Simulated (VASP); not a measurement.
# Ta4S in VASP: relaxation of the atoms with PBE

Aim: the relaxation of the atoms of Ta4S with PBE.

Everything below comes from runs of VASP 6.6.1. Logs are shortened: lines on timing, memory, paths and dates and some standing lists are left out, and cuts for length are marked.

## (1) The cell of the first run

The cell holds a slab with vacuum, 5 atoms: a = 3.319 Å, b = 3.319 Å, c = 20.300 Å, α = 90.00°, β = 90.00°, γ = 90.00°.

## (2) Relaxation of the atoms, PBE

INCAR

```
SYSTEM = Ta4S
PREC = Accurate
ENCUT = 520
EDIFF = 1E-6
ISMEAR = 0
SIGMA = 0.1
LREAL = .FALSE.
LASPH = .TRUE.
NELM = 60
ALGO = Normal
ISIF = 2
LWAVE = .FALSE.
LCHARG = .FALSE.
LDIPOL = .TRUE.
IDIPOL = 3
DIPOL = 0.5 0.5 0.361
GGA = PE
IBRION = 2
NSW = 36
EDIFFG = -0.025
KPAR = 4
```

KPOINTS

```
Automatic mesh
0
G
  8 8 1
  0 0 0
```

POSCAR

```
Ta4S
1.0
    3.3189671341      0.0000000000      0.0000000000
    0.0000000000      3.3189671341      0.0000000000
    0.0000000000      0.0000000000     20.2996559613
Ta S
4 1
Selective dynamics
Direct
    0.5000000000      0.5000000000      0.1970476745  F F F
    0.0000000000      0.0000000000      0.2787970189  F F F
    0.5000000000      0.5000000000      0.3599139055  F F F
    0.0000000000      0.0000000000      0.4334879359  F F F
    0.1250000000      0.2500000000      0.5369379650  F F T
```

Potentials or basis: VASP PAW PBE potentials, release 64 (Ta_pv, S).

Run with:

```bash
$ cat potpaw_PBE.64/Ta_pv/POTCAR potpaw_PBE.64/S/POTCAR > POTCAR
$ mpirun -np 4 vasp_std > vasp.out
```

OUTCAR:

```text
SYSTEM = Ta4S
   PREC = Accurate
   ENCUT = 520
   EDIFF = 1E-6
   ISMEAR = 0
   LREAL = .FALSE.
   LASPH = .TRUE.
   NELM = 60
   ISIF = 2
   GGA = PE
   IBRION = 2
   NSW = 36
   EDIFFG = -0.025

 ion  position               nearest neighbor table
   1  0.500  0.500  0.197-   2 2.87   2 2.87   2 2.87   2 2.87   3 3.31
   2  0.000  0.000  0.279-   3 2.87   3 2.87   3 2.87   3 2.87   1 2.87   1 2.87   1 2.87   1 2.87
                             4 3.14
   3  0.500  0.500  0.360-   4 2.78   4 2.78   4 2.78   4 2.78   2 2.87   2 2.87   2 2.87   2 2.87
                             1 3.31
   4  0.000  0.000  0.433-   5 2.30   3 2.78   3 2.78   3 2.78   3 2.78   2 3.14
   5  0.125  0.250  0.537-   4 2.30

  LATTYP: Found a simple tetragonal cell.
 ALAT       =     3.3189671341
 C/A-ratio  =     6.1162569984

  Lattice vectors:

 A1 = (   3.3189671341,   0.0000000000,   0.0000000000)
 A2 = (   0.0000000000,   3.3189671341,   0.0000000000)
 A3 = (   0.0000000000,   0.0000000000,  20.2996559613)

Analysis of symmetry for initial positions (statically):
=====================================================================
 Subroutine PRICEL returns:
 Original cell was already a primitive cell.

 Routine SETGRP: Setting up the symmetry group for a
 simple tetragonal supercell.

 Subroutine GETGRP returns: Found  1 space group operations
 (whereof  1 operations were pure point group operations)
 out of a pool of 16 trial point group operations.

The static configuration has the point symmetry C_1 .

Analysis of symmetry for dynamics (positions and initial velocities):
=====================================================================
 Subroutine PRICEL returns:
 Original cell was already a primitive cell.

 Routine SETGRP: Setting up the symmetry group for a
 simple tetragonal supercell.

 Subroutine GETGRP returns: Found  1 space group operations
 (whereof  1 operations were pure point group operations)
 out of a pool of 16 trial point group operations.

The dynamic configuration has the point symmetry C_1 .

Analysis of constrained symmetry for selective dynamics:
=====================================================================
 Subroutine PRICEL returns:
 Original cell was already a primitive cell.

 Routine SETGRP: Setting up the symmetry group for a
 simple tetragonal supercell.

 Subroutine GETGRP returns: Found  1 space group operations
 (whereof  1 operations were pure point group operations)
 out of a pool of 16 trial point group operations.

The constrained configuration has the point symmetry C_1 .

 Subroutine INISYM returns: Found  1 space group operations
 (whereof  1 operations are pure point group operations),
 and found     1 'primitive' translations

----------------------------------------------------------------------------------------

                                     Primitive cell

  volume of cell :     223.6117

  direct lattice vectors                    reciprocal lattice vectors
     3.318967134  0.000000000  0.000000000     0.301298555  0.000000000  0.000000000
     0.000000000  3.318967134  0.000000000     0.000000000  0.301298555  0.000000000
     0.000000000  0.000000000 20.299655961     0.000000000  0.000000000  0.049261919

  length of vectors
     3.318967134  3.318967134 20.299655961     0.301298555  0.301298555  0.049261919

  position of ions in fractional coordinates (direct lattice)
     0.500000000  0.500000000  0.197047674
     0.000000000  0.000000000  0.278797019
     0.500000000  0.500000000  0.359913906
     0.000000000  0.000000000  0.433487936
     0.125000000  0.250000000  0.536937965

  ion indices of the primitive-cell ions
   primitive index   ion index
                 1           1
                 2           2
                 3           3
                 4           4
                 5           5

----------------------------------------------------------------------------------------

 KPOINTS: Automatic mesh

Automatic generation of k-mesh.
 Grid dimensions read from file:
 generate k-points for:    8    8    1

 Generating k-lattice:

  Cartesian coordinates                     Fractional coordinates (reciprocal lattice)
     0.037662319  0.000000000  0.000000000     0.125000000  0.000000000  0.000000000
     0.000000000  0.037662319  0.000000000     0.000000000  0.125000000  0.000000000
     0.000000000  0.000000000  0.049261919     0.000000000  0.000000000  1.000000000

  Length of vectors
     0.037662319  0.037662319  0.049261919

  Shift w.r.t. Gamma in fractional coordinates (k-lattice)
     0.000000000  0.000000000  0.000000000

 Subroutine IBZKPT returns following result:
 ===========================================

 Found     34 irreducible k-points:

 Following reciprocal coordinates:
            Coordinates               Weight
  0.000000  0.000000  0.000000      1.000000
  0.125000  0.000000  0.000000      2.000000
  0.000000  0.125000  0.000000      2.000000
  0.250000  0.000000  0.000000      2.000000
  0.000000  0.250000  0.000000      2.000000
  0.375000  0.000000  0.000000      2.000000
[... 16 lines left out ...]
 -0.250000  0.250000  0.000000      2.000000
  0.375000  0.250000  0.000000      2.000000
 [... further k-points ...]
   k-points           NKPTS =     34   k-points in BZ     NKDIM =     34   number of bands    NBANDS=     30
   number of dos      NEDOS =    301   number of ions     NIONS =      5
   total plane-waves  NPLWV = 125440
   dimension x,y,z NGX =    28 NGY =   28 NGZ =  160
   dimension x,y,z NGXF=    56 NGYF=   56 NGZF=  320
   ions per type =               4   1
   NGX,Y,Z   is equivalent  to a cutoff of  14.03, 14.03, 13.10 a.u.
   NGXF,Y,Z  is equivalent  to a cutoff of  28.05, 28.05, 26.21 a.u.
 SYSTEM =  Ta4S
   PREC   = accura    normal or accurate (medium, high low for compatibility)
   ISTART =      0    job   : 0-new  1-cont  2-samecut
   ICHARG =      2    charge: 1-file 2-atom 10-const
   ISPIN  =      1    spin polarized calculation?
   LNONCOLLINEAR =      F non collinear calculations
   LSORBIT =      F    spin-orbit coupling
   LASPH  =      T    aspherical Exc in radial PAW
   ENCUT  =  520.0 eV  38.22 Ry    6.18 a.u.   6.17  6.17 37.74*2*pi/ulx,y,z
   NELM   =     60;   NELMIN=  2; NELMDL= -5     # of ELM steps
   EDIFF  = 0.1E-05   stopping-criterion for ELM
   LREAL  =      F    real-space projection
   EDIFFG = -.3E-01   stopping-criterion for IOM
   NSW    =     36    number of steps for IOM
   IBRION =      2    ionic relax: 0-MD 1-quasi-New 2-CG
   NFREE  =      1    steps in history (QN), initial steepest desc. (CG)
   ISIF   =      2    stress and relaxation
   ISYM   =      2    0-nonsym 1-usesym 2-fastsym
   POTIM  = 0.5000    time-step for ionic-motion
   TEBEG  =    0.0;   TEEND  =   0.0 temperature during run
   PSTRESS=    0.0 pullay stress
   NELECT =      50.0000    total number of electrons
   NUPDOWN=      -1.0000    fix difference up-down
   EMIN   =  10.00;   EMAX   =-10.00  energy-range for DOS
   EFERMI =   0.00;   METHOD = LEGACY
   ISMEAR =     0;   SIGMA  =   0.10  broadening in eV -4-tet -1-fermi 0-gaus
   EFERMI_NEDOS =   21; number of points for ismear=-14 and -15
   IALGO  =     38    algorithm
   IMIX   =      4    mixing-type and parameters
     AMIX     =   0.40;   BMIX     =  1.00
     AMIX_MAG =   1.60;   BMIX_MAG =  1.00
  volume/ion in A,a.u.               =      44.72       301.80
  Fermi-wavevector in a.u.,A,eV,Ry     =   0.993650  1.877726 13.433572  0.987340
  Thomas-Fermi vector in A             =   2.125546
   LORBIT       =      0    0 simple, 1 ext, 2 COOP (PROOUT), +10 PAW based schemes
   GGA     = PE    functional components
   LHFCALC =     F    Hartree Fock is set to
   AEXX    =    0.0000 exact exchange contribution
   IVDW    =     0    specifies the selected vdW correction
   LEPSILON=     F    determine dielectric tensor
   LRPA    =     F    only Hartree local field effects (RPA)
 conjugate gradient relaxation of ions
 non-spin polarized calculation
 Gauss-broadening in eV      SIGMA  =   0.10
  energy-cutoff  :      520.00
  volume of cell :      223.61
 maximum number of plane-waves:      6059
 NGX is ok and might be reduce to    28
   NGX = 13   NGY = 13   NGZ = 75

 dipolmoment           0.000000      0.000000     -0.050999 electrons x Angstroem

--------------------------------------- Ionic step        1  -------------------------------------------

 number of electron      49.9999994 magnetization

 Free energy of the ion-electron system (eV)
  ---------------------------------------------------
  ext. energy  EPLUGINS =         0.00000000
  ---------------------------------------------------
  free energy    TOTEN  =       -48.84318898 eV

  energy without entropy =      -48.82342230  energy(sigma->0) =      -48.83330564

------------------------ aborting loop because EDIFF is reached ----------------------------------------

  FORCE on cell =-STRESS in cart. coord.  units (eV):
  Direction    XX          YY          ZZ          XY          YZ          ZX
  --------------------------------------------------------------------------------------
  -------------------------------------------------------------------------------------
  Total       -2.2529740     -3.3135171     -0.1941397      0.5837296      0.8251960      0.3625751
  in kB      -16.1425513    -23.7413394     -1.3910105      4.1824204      5.9125267      2.5978494
  external PRESSURE =     -13.7583004 kB  Pullay stress =       0.0000000 kB
[... 65 lines left out ...]
--------------------------------------- Ionic step        3  -------------------------------------------

 number of electron      49.9999994 magnetization

 dipolmoment           0.000000      0.000000      0.123846 electrons x Angstroem

 Free energy of the ion-electron system (eV)
  ---------------------------------------------------
  ext. energy  EPLUGINS =         0.00000000
  ---------------------------------------------------
  free energy    TOTEN  =       -48.86559230 eV

  energy without entropy =      -48.84518410  energy(sigma->0) =      -48.85538820

 E-fermi :  -0.5540     XC(G=0):  -5.9643

 val. band max:       -0.5709218949   @ k =   0.0000   0.0000   0.0000
 cond. band min:      -0.5380571202   @ k =   0.2500   0.0000   0.0000
 fundamental gap:      0.0328647747
 Fermi energy:        -0.5540455603

 k-point     1 :       0.0000    0.0000    0.0000
  band No.  band energies     occupation
      1     -35.5243      2.00000
      2     -35.3516      2.00000
      3     -35.3434      2.00000
      4     -34.7606      2.00000
      5     -34.7268      2.00000
      6     -34.7211      2.00000
[... 781 lines left out ...]
     29       1.1545      0.00000
     30       1.4997      0.00000

 [... further k-points ...]

------------------------ aborting loop because EDIFF is reached ----------------------------------------

 vacuum level on the upper side and lower side of the slab       (xc-potential included)         0.976        -1.008

  FORCE on cell =-STRESS in cart. coord.  units (eV):
  Direction    XX          YY          ZZ          XY          YZ          ZX
  --------------------------------------------------------------------------------------
  -------------------------------------------------------------------------------------
  Total       -1.8494777     -2.8614336      1.4542541      0.7102987      1.3769863      0.6203762
  in kB      -13.2515018    -20.5021627     10.4197260      5.0892877      9.8661021      4.4449934
  external PRESSURE =      -7.7779795 kB  Pullay stress =       0.0000000 kB
[... 20 lines left out ...]
  FREE ENERGIE OF THE ION-ELECTRON SYSTEM (eV)
  ---------------------------------------------------
  free  energy   TOTEN  =       -48.8655923022 eV

  energy  without entropy=      -48.8451841049  energy(sigma->0) =      -48.85538820

 reached required accuracy - stopping structural energy minimisation

 vacuum level on the upper side and lower side of the slab         5.355         3.312
```

Wall time 3.3 min (4 MPI ranks of AMD EPYC 7R43 (Zen 3), shared host); peak memory 0.44 GiB.

What came out:

| Property | Result |
| --- | --- |
| Free energy | -48.8656 eV |
| Energy gained by relaxing | 4.5 meV/atom |
| Ionic steps | 3 |
| Band gap on the k mesh | zero (bands 25 and 26 overlap by 0.88 eV) |

The path:
```csv
step,energy change (eV),largest force on free atoms (eV/Å),pressure (GPa)
1,0.0000,0.7347,-1.38
2,-0.0188,0.3117,-1.02
3,-0.0224,0.0010,-0.78
```

Final structure:
```
Ta S
1.0
     3.31897    0.00000    0.00000
     0.00000    3.31897    0.00000
     0.00000    0.00000   20.29966
Ta S
4 1
Direct
  0.50000 0.50000 0.19705
  0.00000 0.00000 0.27880
  0.50000 0.50000 0.35991
  0.00000 0.00000 0.43349
  0.12500 0.25000 0.53406
```

Caveat: spin-orbit coupling is left out, which moves the levels of the heavy elements.

The gap in the log of VASP goes by the Fermi energy; the results here count the filled bands.